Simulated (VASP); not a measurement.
TiAl3:

```xyz
4
Lattice="2.8397 0.0000 0.0000 0.0000 4.6813 0.0000 0.0000 0.0000 4.9007" Properties=species:S:1:pos:R:3 pbc="T T T"
Ti    0.0000    2.3406    0.8131
Al    1.4198    2.3406    3.2701
Al    1.4198    0.0000    1.6217
Al    0.0000    0.0000    4.0965
```

```yaml
Program: VASP 6.6.1
Task: relaxation of cell and atoms
Functional: LDA
Potentials_or_basis: VASP PAW LDA potentials, release 64 (Ti_sv, Al)
Cutoff: 600 eV
k_mesh: 14 × 10 × 10
Occupations: gaussian, width 0.1 eV
Spin: no spin polarisation
```

At the start: pressure -4.9 GPa; volume 16.29 Å³/atom.

Q: How do energy, volume and symmetry change on relaxing?

A: Over 12 steps the energy falls by 14.9 meV/atom and the volume is 15.48 Å³/atom (-4.9 %); space group Pmm2 (No. 25, to 0.1 Å) before and after.

Step by step:
| step | energy change (eV) | largest force (eV/Å) | pressure (GPa) | volume (Å³) |
| --- | --- | --- | --- | --- |
| 1 | 0.0000 | 0.0860 | -4.88 | 65.15 |
| 2 | -0.0468 | 0.0701 | 2.52 | 60.57 |
| 3 | -0.0562 | 0.0558 | 0.18 | 61.82 |
| 4 | -0.0562 | 0.0565 | 0.07 | 61.89 |
| 5 | -0.0581 | 0.0579 | 0.00 | 61.92 |
| 6 | -0.0587 | 0.0592 | -0.04 | 61.96 |
| 7 | -0.0591 | 0.0399 | 0.00 | 61.93 |
| 8 | -0.0595 | 0.0299 | 0.14 | 61.85 |
| 9 | -0.0597 | 0.0114 | -0.14 | 62.02 |
| 10 | -0.0597 | 0.0133 | -0.10 | 61.98 |
| 11 | -0.0597 | 0.0043 | 0.08 | 61.89 |
| 12 | -0.0597 | 0.0063 | 0.01 | 61.93 |

Final structure:
```xyz
4
Lattice="2.7546 0.0000 0.0000 0.0000 4.6332 0.0000 0.0000 0.0000 4.8521" Properties=species:S:1:pos:R:3 pbc="T T T"
Ti    0.0000    2.3166    0.7903
Al    1.3773    2.3166    3.2200
Al    1.3773    0.0000    1.6154
Al    0.0000    0.0000    4.0786
```
